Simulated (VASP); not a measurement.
# SnTe (F-43m) in VASP: a series of runs

Runs on SnTe. Level: BLYP+D3(BJ). Tasks: single point, relaxation of cell and atoms.

Program: VASP 6.6.1. These are calculated values, not measurements. Logs are shortened: lines on timing, memory, paths and dates and some standing lists are left out, and cuts for length are marked.

**1. The cell of the first run**

Symmetry: F-43m, No. 216, cubic system. Conventional cell: a = 7.163 Å, b = 7.163 Å, c = 7.163 Å, α = 90.00°, β = 90.00°, γ = 90.00°. Sn (site symmetry -43m) has 4 Te at 3.10 Å within 4.1 Å. Te (site symmetry -43m) has 4 Sn at 3.10 Å within 4.1 Å.

**2. Single point, BLYP+D3(BJ)**

Contents of INCAR:

```
SYSTEM = SnTe
  AGGAC = 1.0
  AGGAX = 1.0
  ALDAC = 0.0
  ALDAX = 1.0
  ALGO = Normal
  EDIFF = 1E-6
  ENCUT = 500
  GGA = B5
  GGA_COMPAT = .False.
  ISIF = 2
  ISMEAR = 0
  IVDW = 12
  LASPH = .True.
  LCHARG = .False.
  LREAL = .False.
  LWAVE = .False.
  NBANDS = 17
  NELM = 120
  PREC = Accurate
  SIGMA = 0.01
  VDW_A1 = 0.4298
  VDW_A2 = 4.2359
  VDW_S6 = 1.0
  VDW_S8 = 2.6996
```

Contents of KPOINTS:

```
k-points
0
Gamma
  4 4 4
  0 0 0
```

Contents of POSCAR:

```
SnTe
1.0
    5.0650695393      0.0000000000      0.0000000000
    2.5325347697      4.3864788930      0.0000000000
    2.5325347697      1.4621596310      4.1356119610
Sn Te
1 1
Direct
    0.0000000000      0.0000000000      0.0000000000
    0.7500000000      0.7500000000      0.7500000000
```

Potentials or basis: VASP PAW PBE potentials, release 64 (Sn_d, Te).

Started as:

```
> cat potpaw_PBE.64/Sn_d/POTCAR potpaw_PBE.64/Te/POTCAR > POTCAR
> mpirun -np 1 vasp_std > vasp.out
```

OUTCAR:

```text
SYSTEM = SnTe
   EDIFF = 1E-6
   ENCUT = 500
   GGA = B5
   ISIF = 2
   ISMEAR = 0
   IVDW = 12
   LASPH = .True.
   LREAL = .False.
   NELM = 120
   PREC = Accurate
 IVDW          = 12

 ion  position               nearest neighbor table
   1  0.000  0.000  0.000-   2 3.10   2 3.10   2 3.10   2 3.10
   2  0.750  0.750  0.750-   1 3.10   1 3.10   1 3.10   1 3.10

  LATTYP: Found a face centered cubic cell.
 ALAT       =     7.1630900369

  Lattice vectors:

 A1 = (   5.0650695393,   0.0000000000,   0.0000000000)
 A2 = (   2.5325347697,   4.3864788930,   0.0000000000)
 A3 = (   2.5325347697,   1.4621596310,   4.1356119610)

Analysis of symmetry for initial positions (statically):
=====================================================================
 Subroutine PRICEL returns:
 Original cell was already a primitive cell.

 Routine SETGRP: Setting up the symmetry group for a
 face centered cubic supercell.

 Subroutine GETGRP returns: Found 24 space group operations
 (whereof 24 operations were pure point group operations)
 out of a pool of 48 trial point group operations.

The static configuration has the point symmetry T_d .

Analysis of symmetry for dynamics (positions and initial velocities):
=====================================================================
 Subroutine PRICEL returns:
 Original cell was already a primitive cell.

 Routine SETGRP: Setting up the symmetry group for a
 face centered cubic supercell.

 Subroutine GETGRP returns: Found 24 space group operations
 (whereof 24 operations were pure point group operations)
 out of a pool of 48 trial point group operations.

The dynamic configuration has the point symmetry T_d .

 Subroutine INISYM returns: Found 24 space group operations
 (whereof 24 operations are pure point group operations),
 and found     1 'primitive' translations

----------------------------------------------------------------------------------------

                                     Primitive cell

  volume of cell :      91.8843

  direct lattice vectors                    reciprocal lattice vectors
     5.065069539  0.000000000  0.000000000     0.197430656 -0.113986642 -0.080600728
     2.532534770  4.386478893  0.000000000     0.000000000  0.227973284 -0.080600728
     2.532534770  1.462159631  4.135611961     0.000000000  0.000000000  0.241802183

  length of vectors
     5.065069539  5.065069539  5.065069539     0.241802183  0.241802183  0.241802183

  position of ions in fractional coordinates (direct lattice)
     0.000000000  0.000000000  0.000000000
     0.750000000  0.750000000  0.750000000

  ion indices of the primitive-cell ions
   primitive index   ion index
                 1           1
                 2           2

----------------------------------------------------------------------------------------

 KPOINTS: k-points

Automatic generation of k-mesh.
 Grid dimensions read from file:
 generate k-points for:    4    4    4

 Generating k-lattice:

  Cartesian coordinates                     Fractional coordinates (reciprocal lattice)
     0.049357664 -0.028496661 -0.020150182     0.250000000  0.000000000  0.000000000
     0.000000000  0.056993321 -0.020150182     0.000000000  0.250000000  0.000000000
     0.000000000  0.000000000  0.060450546     0.000000000  0.000000000  0.250000000

  Length of vectors
     0.060450546  0.060450546  0.060450546

  Shift w.r.t. Gamma in fractional coordinates (k-lattice)
     0.000000000  0.000000000  0.000000000

 Subroutine IBZKPT returns following result:
 ===========================================

 Found      8 irreducible k-points:

 Following reciprocal coordinates:
            Coordinates               Weight
  0.000000  0.000000  0.000000      1.000000
  0.250000  0.000000 -0.000000      8.000000
  0.500000  0.000000 -0.000000      4.000000
  0.250000  0.250000  0.000000      6.000000
  0.500000  0.250000  0.000000     24.000000
 -0.250000  0.250000 -0.000000     12.000000
  0.500000  0.500000  0.000000      3.000000
 -0.250000  0.500000  0.250000      6.000000
   k-points           NKPTS =      8   k-points in BZ     NKDIM =      8   number of bands    NBANDS=     17
   number of dos      NEDOS =    301   number of ions     NIONS =      2
   total plane-waves  NPLWV =  64000
   dimension x,y,z NGX =    40 NGY =   40 NGZ =   40
   dimension x,y,z NGXF=    80 NGYF=   80 NGZF=   80
   ions per type =               1   1
   NGX,Y,Z   is equivalent  to a cutoff of  13.13, 13.13, 13.13 a.u.
   NGXF,Y,Z  is equivalent  to a cutoff of  26.26, 26.26, 26.26 a.u.
 SYSTEM =  SnTe
   PREC   = accura    normal or accurate (medium, high low for compatibility)
   ISTART =      0    job   : 0-new  1-cont  2-samecut
   ICHARG =      2    charge: 1-file 2-atom 10-const
   ISPIN  =      1    spin polarized calculation?
   LNONCOLLINEAR =      F non collinear calculations
   LSORBIT =      F    spin-orbit coupling
   LASPH  =      T    aspherical Exc in radial PAW
   ENCUT  =  500.0 eV  36.75 Ry    6.06 a.u.   9.23  9.23  9.23*2*pi/ulx,y,z
   NELM   =    120;   NELMIN=  2; NELMDL= -5     # of ELM steps
   EDIFF  = 0.1E-05   stopping-criterion for ELM
   LREAL  =      F    real-space projection
   EDIFFG = 0.1E-04   stopping-criterion for IOM
   NSW    =      0    number of steps for IOM
   IBRION =     -1    ionic relax: 0-MD 1-quasi-New 2-CG
   NFREE  =      0    steps in history (QN), initial steepest desc. (CG)
   ISIF   =      2    stress and relaxation
   ISYM   =      2    0-nonsym 1-usesym 2-fastsym
   POTIM  = 0.5000    time-step for ionic-motion
   TEBEG  =    0.0;   TEEND  =   0.0 temperature during run
   PSTRESS=    0.0 pullay stress
   NELECT =      20.0000    total number of electrons
   NUPDOWN=      -1.0000    fix difference up-down
   EMIN   =  10.00;   EMAX   =-10.00  energy-range for DOS
   EFERMI =   0.00;   METHOD = LEGACY
   ISMEAR =     0;   SIGMA  =   0.01  broadening in eV -4-tet -1-fermi 0-gaus
   EFERMI_NEDOS =   21; number of points for ismear=-14 and -15
   IALGO  =     38    algorithm
   IMIX   =      4    mixing-type and parameters
     AMIX     =   0.40;   BMIX     =  1.00
     AMIX_MAG =   1.60;   BMIX_MAG =  1.00
  volume/ion in A,a.u.               =      45.94       310.03
  Fermi-wavevector in a.u.,A,eV,Ry     =   0.984777  1.860958 13.194727  0.969785
  Thomas-Fermi vector in A             =   2.116035
   LORBIT       =      0    0 simple, 1 ext, 2 COOP (PROOUT), +10 PAW based schemes
   GGA     = B5    functional components
   LHFCALC =     F    Hartree Fock is set to
   AEXX    =    0.0000 exact exchange contribution
   IVDW    =    12    specifies the selected vdW correction
   LEPSILON=     F    determine dielectric tensor
   LRPA    =     F    only Hartree local field effects (RPA)
 non-spin polarized calculation
 Gauss-broadening in eV      SIGMA  =   0.01
  energy-cutoff  :      500.00
  volume of cell :       91.88
 maximum number of plane-waves:      2346
 NGX is ok and might be reduce to    40
   NGX = 19   NGY = 19   NGZ = 19

 number of electron      20.0000006 magnetization

 Free energy of the ion-electron system (eV)
  ---------------------------------------------------
  ext. energy  EPLUGINS =         0.00000000
  ---------------------------------------------------
  free energy    TOTEN  =        -6.08594333 eV

  energy without entropy =       -6.08594332  energy(sigma->0) =       -6.08594332

 E-fermi :   3.8366     XC(G=0):  -7.0664

 val. band max:        3.8005496382   @ k =  -0.2500   0.5000   0.2500
 cond. band min:       3.8718073773   @ k =   0.5000   0.5000   0.0000
 fundamental gap:      0.0712577391
 Fermi energy:         3.8366471196

 k-point     1 :       0.0000    0.0000    0.0000
  band No.  band energies     occupation
      1     -17.9995      2.00000
      2     -17.9995      2.00000
      3     -17.9995      2.00000
      4     -17.9866      2.00000
      5     -17.9866      2.00000
      6      -7.8922      2.00000
[... 9 lines left out ...]
     16      10.3156      0.00000
     17      11.4709      0.00000

 k-point     2 :       0.2500    0.0000   -0.0000
  band No.  band energies     occupation
      1     -18.0003      2.00000
      2     -17.9987      2.00000
      3     -17.9987      2.00000
      4     -17.9866      2.00000
      5     -17.9866      2.00000
      6      -7.6401      2.00000
[... 9 lines left out ...]
     16       9.7348      0.00000
     17      11.0951      0.00000

 k-point     3 :       0.5000    0.0000   -0.0000
  band No.  band energies     occupation
      1     -18.0010      2.00000
      2     -17.9980      2.00000
      3     -17.9980      2.00000
      4     -17.9865      2.00000
      5     -17.9865      2.00000
      6      -7.3238      2.00000
[... 9 lines left out ...]
     16      10.7906      0.00000
     17      10.7906      0.00000

 k-point     4 :       0.2500    0.2500    0.0000
  band No.  band energies     occupation
      1     -18.0015      2.00000
      2     -17.9979      2.00000
      3     -17.9979      2.00000
      4     -17.9871      2.00000
      5     -17.9862      2.00000
      6      -7.5496      2.00000
[... 9 lines left out ...]
     16      10.9259      0.00000
     17      12.7464      0.00000

 k-point     5 :       0.5000    0.2500    0.0000
  band No.  band energies     occupation
      1     -18.0020      2.00000
      2     -17.9973      2.00000
      3     -17.9971      2.00000
      4     -17.9870      2.00000
      5     -17.9862      2.00000
      6      -7.2157      2.00000
[... 9 lines left out ...]
     16      11.0523      0.00000
     17      11.9817      0.00000

 k-point     6 :      -0.2500    0.2500   -0.0000
  band No.  band energies     occupation
      1     -18.0011      2.00000
      2     -17.9978      2.00000
      3     -17.9978      2.00000
      4     -17.9866      2.00000
      5     -17.9866      2.00000
      6      -7.3338      2.00000
[... 9 lines left out ...]
     16      10.7644      0.00000
     17      12.0433      0.00000

 k-point     7 :       0.5000    0.5000    0.0000
  band No.  band energies     occupation
      1     -18.0034      2.00000
      2     -17.9963      2.00000
      3     -17.9963      2.00000
      4     -17.9875      2.00000
      5     -17.9858      2.00000
      6      -7.0899      2.00000
[... 9 lines left out ...]
     16      12.0952      0.00000
     17      12.0952      0.00000

 k-point     8 :      -0.2500    0.5000    0.2500
  band No.  band energies     occupation
      1     -18.0021      2.00000
      2     -17.9976      2.00000
      3     -17.9964      2.00000
      4     -17.9871      2.00000
      5     -17.9862      2.00000
      6      -7.0866      2.00000
[... 9 lines left out ...]
     16      11.7678      0.00000
     17      11.8118      0.00000

------------------------ aborting loop because EDIFF is reached ----------------------------------------

 Edisp (eV)   -1.27218

 E8    (eV) :    -0.9562

  FORCE on cell =-STRESS in cart. coord.  units (eV):
  Direction    XX          YY          ZZ          XY          YZ          ZX
  --------------------------------------------------------------------------------------
  -------------------------------------------------------------------------------------
  Total       0.01554     0.01554     0.01554     0.00000     0.00000     0.00000
  in kB       0.27105     0.27105     0.27105     0.00000     0.00000     0.00000
  external pressure =        0.27 kB  Pullay stress =        0.00 kB

 VOLUME and BASIS-vectors are now :
 -----------------------------------------------------------------------------
  energy-cutoff  :      500.00
  volume of cell :       91.88
      direct lattice vectors                 reciprocal lattice vectors
     5.065069539  0.000000000  0.000000000     0.197430656 -0.113986642 -0.080600728
     2.532534770  4.386478893  0.000000000     0.000000000  0.227973284 -0.080600728
     2.532534770  1.462159631  4.135611961     0.000000000  0.000000000  0.241802183

 POSITION                                       TOTAL-FORCE (eV/Angst)
 -----------------------------------------------------------------------------------
      0.00000      0.00000      0.00000         0.000000      0.000000      0.000000
      7.59760      4.38648      3.10171        -0.000000     -0.000000     -0.000000
 -----------------------------------------------------------------------------------
    total drift:                                0.000000      0.000000      0.000000

  FREE ENERGIE OF THE ION-ELECTRON SYSTEM (eV)
  ---------------------------------------------------
  free  energy   TOTEN  =        -7.3581222025 eV

  energy  without entropy=       -7.3581222002  energy(sigma->0) =       -7.35812220
```

It took 30 s on 1 thread of Intel Xeon Platinum 8488C (Sapphire Rapids), shared host; peak memory 0.24 GiB.

Results:

* Free energy: -7.3581 eV
* Pressure: 0.0 GPa
* Band gap on the k mesh: 0.07 eV, indirect (least direct gap 0.79 eV)
* Dispersion energy per atom: -0.636 eV

Caveat: the PAW data sets were made with another functional, which shifts forces and pressure a little; spin-orbit coupling is left out, which moves the levels of the heavy elements. A k mesh can miss the band edges.

(Continued in part 2 of 2.)
